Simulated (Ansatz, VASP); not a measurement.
# One calculation of CuAu, two programs

```xyz
2
Lattice="2.8000 0.0000 0.0000 0.0000 2.8000 0.0000 0.0000 0.0000 3.7067" Properties=species:S:1:pos:R:3 pbc="T T T"
Cu    1.4000    1.4000    1.8534
Au    0.0000    0.0000    0.0000
```

Change from the starting cell: zz strain of +1 %.

Alike in both runs: task single point; functional PBEsol; k mesh 13 × 13 × 10; occupations fermi-dirac, width 0.05 eV; no spin polarisation.

```csv
,VASP,Ansatz
version,VASP 6.6.1,Ansatz 0.2.0
potentials or method,"VASP PAW PBE potentials, release 64 (Cu, Au), cutoff 520 eV","all-electron LAPW, scalar-relativistic"
```

|  | VASP | Ansatz | Ansatz less VASP |
| --- | --- | --- | --- |
| pressure (GPa) | -3.5 | -3.5 | -0.03 |

VASP's potentials were made for PBE, not for PBEsol. Ansatz ran all-electron here, and VASP with PAW potentials.

Neither program's run includes spin-orbit coupling.
